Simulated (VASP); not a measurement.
# Ge3N (Pm-3m) in VASP: further runs, part 2 of 2

VASP 6.6.1. Earlier steps stand in the parts before.

### 5 Single point, PBE

This run uses another cell than the first one, of 15.82 Å³/atom, 1.006 times its volume.

Contents of INCAR:

```
  PREC = Accurate
  ENCUT = 520
  EDIFF = 1E-6
  ISMEAR = 0
  SIGMA = 0.1
  LREAL = False
  LASPH = True
  NELM = 60
  ALGO = Normal
  ISIF = 2
  LWAVE = False
  LCHARG = False
  GGA = PE
  NBANDS = 32
```

Contents of KPOINTS:

```
Automatic mesh
0
Gamma
  12 12 12
```

Contents of POSCAR:

```
Ge3N
1.0
    3.9845679979      0.0000000000      0.0000000000
    0.0000000000      3.9845679979      0.0000000000
    0.0000000000      0.0000000000      3.9845679979
Ge N
3 1
Direct
    0.5000000000      0.5000000000      0.0000000000
    0.5000000000      0.0000000000      0.5000000000
    0.0000000000      0.5000000000      0.5000000000
    0.0000000000      0.0000000000      0.0000000000
```

Potentials or basis: VASP PAW PBE potentials, release 64 (Ge_d, N).

Launch:

```console
$ cat potpaw_PBE.64/Ge_d/POTCAR potpaw_PBE.64/N/POTCAR > POTCAR
$ mpirun -np 1 vasp_std > vasp.out
```

OUTCAR:

```text
PREC = Accurate
   ENCUT = 520
   EDIFF = 1E-6
   ISMEAR = 0
   LREAL = False
   LASPH = True
   NELM = 60
   ISIF = 2
   GGA = PE

 ion  position               nearest neighbor table
   1  0.500  0.500  0.000-   2 2.82   3 2.82   2 2.82   3 2.82   2 2.82   2 2.82   3 2.82   3 2.82

   2  0.500  0.000  0.500-   1 2.82   3 2.82   1 2.82   1 2.82   3 2.82   1 2.82   3 2.82   3 2.82

   3  0.000  0.500  0.500-   1 2.82   2 2.82   1 2.82   2 2.82   1 2.82   2 2.82   1 2.82   2 2.82

   4  0.000  0.000  0.000-

[... 1032 lines left out ...]
     31      14.5604      0.00000
     32      16.9803      0.00000

 [... further k-points ...]
[... 5 lines left out ...]
  --------------------------------------------------------------------------------------
  -------------------------------------------------------------------------------------
  Total       -0.0062585     -0.0062585     -0.0062585     -0.0000000      0.0000000     -0.0000000
  in kB       -0.1585023     -0.1585023     -0.1585023     -0.0000000      0.0000000     -0.0000000
  external PRESSURE =      -0.1585023 kB  Pullay stress =       0.0000000 kB

 VOLUME and BASIS-vectors are now :
 -----------------------------------------------------------------------------
  energy-cutoff  :      520.00
  volume of cell :       63.26
      direct lattice vectors                 reciprocal lattice vectors
     3.984567998  0.000000000  0.000000000     0.250968236  0.000000000  0.000000000
     0.000000000  3.984567998  0.000000000     0.000000000  0.250968236  0.000000000
     0.000000000  0.000000000  3.984567998     0.000000000  0.000000000  0.250968236

 POSITION                                       TOTAL-FORCE (eV/Angst)
 -----------------------------------------------------------------------------------
      1.99228      1.99228      0.00000         0.000000      0.000000      0.000000
      1.99228      0.00000      1.99228         0.000000      0.000000      0.000000
      0.00000      1.99228      1.99228         0.000000      0.000000      0.000000
      0.00000      0.00000      0.00000         0.000000      0.000000      0.000000
 -----------------------------------------------------------------------------------
    total drift:                                0.000000      0.000000     -0.000000

  FREE ENERGIE OF THE ION-ELECTRON SYSTEM (eV)
  ---------------------------------------------------
  free  energy   TOTEN  =       -17.5269151453 eV

  energy  without entropy=      -17.5166833421  energy(sigma->0) =      -17.52179924
```

OSZICAR:

```text
N       E                     dE             d eps       ncg     rms          rms(c)
DAV:   1     0.397329463571E+03    0.39733E+03   -0.22172E+04  6632   0.406E+03
DAV:   2     0.523110616370E+02   -0.34502E+03   -0.32783E+03  5376   0.817E+02
DAV:   3    -0.152252069132E+02   -0.67536E+02   -0.65293E+02  6368   0.190E+02
DAV:   4    -0.187679624838E+02   -0.35428E+01   -0.35199E+01  5968   0.490E+01
DAV:   5    -0.188404669206E+02   -0.72504E-01   -0.72493E-01  6208   0.818E+00    0.734E+00
DAV:   6    -0.190698148736E+02   -0.22935E+00   -0.13113E+01  7216   0.160E+01    0.909E+00
DAV:   7    -0.175260146263E+02    0.15438E+01   -0.27164E+00  7008   0.759E+00    0.159E+00
DAV:   8    -0.175338215480E+02   -0.78069E-02   -0.38207E-01  6048   0.264E+00    0.613E-01
DAV:   9    -0.175267967220E+02    0.70248E-02   -0.15622E-02  7384   0.920E-01    0.140E-01
DAV:  10    -0.175269943380E+02   -0.19762E-03   -0.35379E-03  6800   0.528E-01    0.101E-01
DAV:  11    -0.175269130937E+02    0.81244E-04   -0.29137E-04  6048   0.129E-01    0.254E-02
DAV:  12    -0.175269192844E+02   -0.61907E-05   -0.93615E-05  6344   0.513E-02    0.153E-02
DAV:  13    -0.175269157587E+02    0.35257E-05   -0.75442E-06  5504   0.197E-02    0.642E-03
DAV:  14    -0.175269151453E+02    0.61333E-06   -0.12359E-06  4128   0.623E-03
   1 F= -.17526915E+02 E0= -.17521799E+02  d E =-.102318E-01
```

stdout:

```text
POSCAR found type information on POSCAR GeN
 POSCAR found :  2 types and       4 ions
 scaLAPACK will be used
 LDA part: xc-table for (Slater+PW92), standard interpolation
 POSCAR, INCAR and KPOINTS ok, starting setup
 FFT: planning ... GRIDC
 FFT: planning ... GRID_SOFT
 FFT: planning ... GRID
 WAVECAR not read
 entering main loop
```

It took 64 s on 1 thread of Intel Xeon 6975P-C (Granite Rapids), shared host; peak memory 0.26 GiB.

What came out:

- Free energy: -17.5269 eV
- Pressure: 0.0 GPa

Levels at points of the mesh, in eV from the Fermi level:
```
           k point  band 21  band 22  band 23  band 24  band 25  band 26
(0.00, 0.00, 0.00)    -4.48    -4.48     0.34     0.34     0.34     3.88
(0.50, 0.00, 0.00)    -2.62    -2.01    -2.01    -1.45     0.64     2.74
(0.50, 0.50, 0.00)    -1.71    -1.14    -1.14    -0.14     0.13     0.87
(0.50, 0.50, 0.50)    -5.53    -5.53    -5.53     2.16     2.16     2.16
```

### 6 Relaxation of cell and atoms, PBE

Contents of INCAR:

```
PREC = Accurate ; ENCUT = 600
EDIFF = 1E-7 ; ISMEAR = 0
SIGMA = 0.1 ; LREAL = F
LASPH = T ; NELM = 60
ALGO = Normal ; ISIF = 3
LWAVE = F ; LCHARG = F
GGA = PE ; IBRION = 2
NSW = 100 ; EDIFFG = -0.01
```

KPOINTS is that of step 5.

Contents of POSCAR:

```
Ge3N
1.0
    3.9764009267      0.0000000000      0.0000000000
    0.0000000000      3.9764009267      0.0000000000
    0.0000000000      0.0000000000      3.9764009267
Ge N
3 1
Direct
    0.5000000000      0.5000000000      0.0000000000
    0.5000000000      0.0000000000      0.5000000000
    0.0000000000      0.5000000000      0.5000000000
    0.0000000000      0.0000000000      0.0000000000
```

Potentials or basis: VASP PAW PBE potentials, release 64 (Ge_d, N).

Launch:

```console
$ cat potpaw_PBE.64/Ge_d/POTCAR potpaw_PBE.64/N/POTCAR > POTCAR
$ mpirun -np 1 vasp_std > vasp.out
```

It took 87 s on 1 thread of Intel Xeon 6975P-C (Granite Rapids), shared host; peak memory 0.28 GiB.

The run converged. Its results:

| Quantity | Value |
| --- | --- |
| Free energy | -17.5282 eV |
| Relaxed volume | 15.84 Å³/atom |
| Relaxed cell | a = 3.986 Å, b = 3.986 Å, c = 3.986 Å, α = 90.00°, β = 90.00°, γ = 90.00° |
| Space group after relaxing (to 0.05 Å) | Pm-3m (No. 221) |
| Energy gained by relaxing | 0.2 meV/atom |
| Ionic steps | 2 |
| Pressure after relaxing | -0.1 GPa |

The path:
| step | energy change (eV) | largest force (eV/Å) | pressure (GPa) | volume (Å³) |
| --- | --- | --- | --- | --- |
| 1 | 0.0000 | 0.0000 | 0.53 | 62.87 |
| 2 | -0.0007 | 0.0000 | -0.07 | 63.35 |

Final structure:
```
Ge N
1.0
     3.98640    0.00000    0.00000
     0.00000    3.98640    0.00000
     0.00000    0.00000    3.98640
Ge N
3 1
Cartesian
  1.9932 1.9932 0.0000
  1.9932 0.0000 1.9932
  0.0000 1.9932 1.9932
  0.0000 0.0000 0.0000
```

Levels at points of the mesh, in eV from the Fermi level:
| k point | band 20 | band 21 | band 22 | band 23 | band 24 | band 25 | band 26 | band 27 |
| --- | --- | --- | --- | --- | --- | --- | --- | --- |
| (0.00, 0.00, 0.00) | -4.47 | -4.47 | -4.47 | 0.35 | 0.35 | 0.35 | 3.87 | 3.87 |
| (0.50, 0.00, 0.00) | -2.62 | -2.62 | -2.00 | -2.00 | -1.44 | 0.65 | 2.73 | 2.87 |
| (0.50, 0.50, 0.00) | -2.72 | -1.71 | -1.13 | -1.13 | -0.14 | 0.13 | 0.87 | 0.87 |
| (0.50, 0.50, 0.50) | -6.48 | -5.52 | -5.52 | -5.52 | 2.16 | 2.16 | 2.16 | 8.38 |

### 7 The runs side by side

| task | cell | k mesh | cutoff (eV) | gap on the mesh (eV) | pressure (GPa) | relaxed volume (Å³/atom) |
| --- | --- | --- | --- | --- | --- | --- |
| single point | a = 3.976 Å, 4 atoms | 4 × 4 × 4 | 520 | none | -0.1 | - |
| single point | a = 4.098 Å, 4 atoms | 4 × 4 × 4 | 520 | none | -6.0 | - |
| relaxation of cell and atoms | relaxed from a = 4.098 Å, 4 atoms | 4 × 4 × 4 | 600 | none | 0.0 | 15.69 |
| single point | a = 3.985 Å, 4 atoms | 12 × 12 × 12 | 520 | none | 0.0 | - |
| relaxation of cell and atoms | relaxed from a = 3.976 Å, 4 atoms | 12 × 12 × 12 | 600 | none | -0.1 | 15.84 |

Alike in all rows: level PBE; potentials or basis VASP PAW PBE potentials, release 64 (Ge_d, N); no spin polarisation; smearing gaussian 0.1 eV.

Caveats: some runs use coarse meshes.

Absolute energies hang on the potentials; compare differences alone.
